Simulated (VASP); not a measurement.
# C (P-1) in VASP: a series of runs, part 2 of 2

VASP 6.6.1. The steps go on from the part before.

## 3. Single point, LDA (atom 1 (C) moved by (+0.300, +0.300) A along [1 1 0] and z)

INCAR

```
SYSTEM = C
  ALGO = Normal
  EDIFF = 1E-6
  ENCUT = 520
  GGA = CA
  ISIF = 2
  ISMEAR = 0
  LASPH = .True.
  LCHARG = .False.
  LREAL = .False.
  LWAVE = .False.
  NBANDS = 11
  NELM = 100
  PREC = Accurate
  SIGMA = 0.05
```

KPOINTS

```
k-points
0
Gamma
  12 12 12
  0 0 0
```

POSCAR

```
C
1.0
    1.2280263465      0.7090013417      3.3470108394
   -1.2280263465      0.7090013417      3.3470108394
    0.0000000000     -1.4180026834      3.3470108394
C
2
Direct
    0.3301149229      0.1573726727      0.0941446208
    0.8360000000      0.8360000000      0.8360000000
```

Potentials or basis: VASP PAW LDA potentials, release 64 (C).

Launch:

```
> cat potpaw_LDA.64/C/POTCAR > POTCAR
> mpirun -np 1 vasp_std > vasp.out
```

OUTCAR:

```text
SYSTEM = C
   EDIFF = 1E-6
   ENCUT = 520
   GGA = CA
   ISIF = 2
   ISMEAR = 0
   LASPH = .True.
   LREAL = .False.
   NELM = 100
   PREC = Accurate

 ion  position               nearest neighbor table
   1  0.330  0.157  0.094-   2 1.16   2 1.54   2 1.66
   2  0.836  0.836  0.836-   1 1.16   1 1.54   1 1.66

  LATTYP: Found a trigonal (rhomboedric) cell.
 ALAT       =     3.6349983727
 COS(alpha) =     0.7717362630

  Lattice vectors:

 A1 = (   1.2280263465,   0.7090013417,   3.3470108394)
[... 513 lines left out ...]
      4       3.9211      2.00000
      5       8.0214      0.00000
      6       9.8192      0.00000
      7      15.2072      0.00000
      8      16.7271      0.00000
      9      20.3452      0.00000
     10      26.0369      0.00000
     11      28.6401      0.00000

 [... further k-points ...]
[... 5 lines left out ...]
  --------------------------------------------------------------------------------------
  -------------------------------------------------------------------------------------
  Total       10.5310039      2.5542193     -0.3478258      5.4011632     -2.5312717     -4.2918259
  in kB      964.9776253    234.0483870    -31.8719945    494.9197389   -231.9456508   -393.2688665
  external PRESSURE =     389.0513393 kB  Pullay stress =       0.0000000 kB

 VOLUME and BASIS-vectors are now :
 -----------------------------------------------------------------------------
  energy-cutoff  :      520.00
  volume of cell :       17.48
      direct lattice vectors                 reciprocal lattice vectors
     1.228026347  0.709001342  3.347010839     0.407157388  0.235072428  0.099591352
    -1.228026347  0.709001342  3.347010839    -0.407157388  0.235072428  0.099591352
     0.000000000 -1.418002683  3.347010839     0.000000000 -0.470144855  0.099591352

 POSITION                                       TOTAL-FORCE (eV/Angst)
 -----------------------------------------------------------------------------------
      0.21213      0.21213      1.94673       -17.461267    -10.267986     -1.084632
      0.00000      0.00000      8.39430        17.461267     10.267986      1.084632
 -----------------------------------------------------------------------------------
    total drift:                               -0.000001     -0.000000      0.000001

  FREE ENERGIE OF THE ION-ELECTRON SYSTEM (eV)
  ---------------------------------------------------
  free  energy   TOTEN  =       -17.1406103358 eV

  energy  without entropy=      -17.1399702918  energy(sigma->0) =      -17.14029031
```

Wall time 100 s (1 thread of Intel Xeon 6975P-C (Granite Rapids), shared host); peak memory 0.23 GiB.

Results:

- Free energy: -17.1406 eV
- Pressure: 38.9 GPa
- Largest force: 20.286 eV/Å
- Band gap on the k mesh: zero (bands 4 and 5 overlap by 2.59 eV)

Forces in eV/Å, atoms in the order of the input:
```
C   -17.461 -10.268  -1.085
C    17.461  10.268   1.085
```

Caveat: the cell differs from its parent crystal (atom 1 (C) moved by (+0.300, +0.300) A along [1 1 0] and z); the stress differs along the axes, from -3 to 96 GPa; forces of over 1 eV/Å act on the atoms, so gaps and moduli don't describe the material at rest.

## 4. Single point, LDA (atom 1 (C) moved by (-0.300, -0.150) A along [1 1 0] and z)

INCAR

```
PREC     = Accurate       # precision mode
ENCUT    = 520            # plane-wave cutoff, eV
EDIFF    = 1E-6           # SCF threshold, eV
ISMEAR   = 0              # smearing method
SIGMA    = 0.05           # smearing width, eV
LREAL    = False          # projectors in reciprocal space
LASPH    = True           # aspherical terms in the spheres
NELM     = 100            # most SCF steps
ALGO     = Normal         # electronic algorithm
ISIF     = 2              # what is computed and relaxed
LWAVE    = False          # write WAVECAR
LCHARG   = False          # write CHGCAR
GGA      = CA             # functional
NBANDS   = 11             # bands
```

KPOINTS

```
Automatic mesh
0
Gamma
  12 12 12
```

Changes to POSCAR since step 3:

```diff
@@ -8,3 +8,3 @@
 Direct
-    0.3301149229      0.1573726727      0.0941446208
+    0.0128237799      0.1855660300      0.2487940819
     0.8360000000      0.8360000000      0.8360000000
```

Launch:

```
> cat potpaw_LDA.64/C/POTCAR > POTCAR
> mpirun -np 1 vasp_std > vasp.out
```

Wall time 93 s (1 thread of Intel Xeon 6975P-C (Granite Rapids), shared host); peak memory 0.24 GiB.

The run converged. Its results:

| Quantity | Value |
| --- | --- |
| Free energy | -18.1627 eV |
| Pressure | 22.4 GPa |
| Largest force | 10.234 eV/Å |
| Band gap on the k mesh | zero (bands 4 and 5 overlap by 2.89 eV) |

Forces in eV/Å, atoms in the order of the input:
```
C    3.518  9.448  1.762
C   -3.518 -9.448 -1.762
```

Stress tensor (GPa, compression positive):
```
 10.14 -13.06  -6.30
-13.06  61.93 -18.11
 -6.30 -18.11  -4.98
```

Levels at points of the mesh, in eV from the Fermi level:
| k point | band 2 | band 3 | band 4 | band 5 | band 6 | band 7 |
| --- | --- | --- | --- | --- | --- | --- |
| (0.00, 0.00, 0.00) | -6.91 | -6.81 | 1.70 | 2.81 | 3.14 | 11.96 |
| (0.50, 0.00, 0.00) | -11.73 | -8.46 | -3.74 | 3.60 | 6.77 | 12.13 |
| (0.00, 0.50, 0.00) | -13.79 | -4.64 | -1.96 | 0.54 | 4.10 | 11.17 |
| (0.00, 0.00, 0.50) | -13.92 | -4.74 | -0.93 | -0.64 | 5.87 | 10.47 |
| (0.50, 0.50, 0.00) | -13.80 | -4.78 | -2.05 | -0.95 | 5.63 | 12.02 |
| (0.50, 0.00, 0.50) | -13.69 | -4.63 | -3.11 | 0.56 | 3.90 | 11.77 |
| (0.00, 0.50, 0.50) | -11.61 | -8.49 | -4.61 | 4.00 | 6.36 | 10.30 |
| (0.50, 0.50, 0.50) | -9.04 | -6.82 | 1.94 | 2.79 | 9.65 | 10.10 |

Caveat: the cell differs from its parent crystal (atom 1 (C) moved by (-0.300, -0.150) A along [1 1 0] and z); the stress differs along the axes, from -5 to 62 GPa; forces of over 1 eV/Å act on the atoms, so gaps and moduli don't describe the material at rest.

## 5. Single point, LDA (atom 1 (C) moved by (-0.300, +0.150) A along [1 1 0] and z)

INCAR

```
ALGO = Normal
EDIFF = 1E-6
ENCUT = 520
ISIF = 2
ISMEAR = 0
LASPH = True
LCHARG = True
LELF = True
LREAL = False
LVHAR = True
LWAVE = False
NBANDS = 11
NELM = 100
PREC = Accurate
SIGMA = 0.05
```

KPOINTS

```
k-points
0
Gamma
  12 12 12
```

Changes to POSCAR since step 4:

```diff
@@ -8,3 +8,3 @@
 Direct
-    0.0128237799      0.1855660300      0.2487940819
+    0.0427011853      0.2154434355      0.2786714874
     0.8360000000      0.8360000000      0.8360000000
```

Launch:

```
> cat potpaw_LDA.64/C/POTCAR > POTCAR
> mpirun -np 1 vasp_std > vasp.out
```

It took 1.7 min on 1 thread of Intel Xeon 6975P-C (Granite Rapids), shared host; peak memory 0.23 GiB.

Results (log left out):

```
Free energy            : -18.2947 eV
Pressure               : 26.4 GPa
Largest force          : 11.004 eV/Å
Band gap on the k mesh : zero (bands 4 and 5 overlap by 3.16 eV)
```

Forces on the atoms (eV/Å):
```
C     3.824  10.285  -0.819
C    -3.824 -10.285   0.819
```

Stress tensor (GPa, compression positive):
```
 10.09 -17.23   3.44
-17.23  70.61   8.66
  3.44   8.66  -1.45
```

Levels at points of the mesh, in eV from the Fermi level:
| k point | band 1 | band 2 | band 3 | band 4 | band 5 | band 6 | band 7 | band 8 | band 9 |
| --- | --- | --- | --- | --- | --- | --- | --- | --- | --- |
| (0.00, 0.00, 0.00) | -19.83 | -7.15 | -7.02 | 1.78 | 2.78 | 3.66 | 11.86 | 12.24 | 14.80 |
| (0.50, 0.00, 0.00) | -15.13 | -11.80 | -8.76 | -3.99 | 5.33 | 6.84 | 10.20 | 12.57 | 15.33 |
| (0.00, 0.50, 0.00) | -14.92 | -13.86 | -4.75 | -2.27 | 1.37 | 4.18 | 10.92 | 12.02 | 18.24 |
| (0.00, 0.00, 0.50) | -15.04 | -13.95 | -4.87 | -0.97 | -0.38 | 5.97 | 11.20 | 11.51 | 18.95 |
| (0.50, 0.50, 0.00) | -14.96 | -13.84 | -4.93 | -1.52 | -1.26 | 5.70 | 13.18 | 13.64 | 19.43 |
| (0.50, 0.00, 0.50) | -14.83 | -13.78 | -4.79 | -2.79 | 0.26 | 3.96 | 13.77 | 13.79 | 18.81 |
| (0.00, 0.50, 0.50) | -15.01 | -11.69 | -8.80 | -4.54 | 3.60 | 6.44 | 12.75 | 14.50 | 16.50 |
| (0.50, 0.50, 0.50) | -19.51 | -9.03 | -7.15 | 1.90 | 2.74 | 9.62 | 11.41 | 12.16 | 14.60 |

Caveat: the cell differs from its parent crystal (atom 1 (C) moved by (-0.300, +0.150) A along [1 1 0] and z); the stress differs along the axes, from -1 to 71 GPa; forces of over 1 eV/Å act on the atoms, so gaps and moduli don't describe the material at rest.

## 6. The runs side by side

| cell | gap on the mesh (eV) | pressure (GPa) | largest force (eV/Å) |
| --- | --- | --- | --- |
| as given, atomic positions A | none | 48.9 | 23.58 |
| as given, atomic positions B | none | 38.9 | 20.29 |
| as given, atomic positions C | none | 22.4 | 10.23 |
| as given, atomic positions D | none | 26.4 | 11.00 |

Alike in all rows: task single point; level LDA; potentials or basis VASP PAW LDA potentials, release 64 (C); no spin polarisation; k mesh 12 × 12 × 12; cutoff (eV) 520; smearing gaussian 0.05 eV.

Caveats: forces of over 1 eV/Å act on the atoms, so gaps and moduli don't describe the material at rest; the stress differs along the axes, from -1 to 119 GPa (at least some runs); the stress differs along the axes, from -3 to 96 GPa (at least some runs); the stress differs along the axes, from -5 to 62 GPa (at least some runs); the stress differs along the axes, from -1 to 71 GPa (at least some runs).

Total energies depend on the potentials used, so only differences within one code and one set of settings carry meaning.
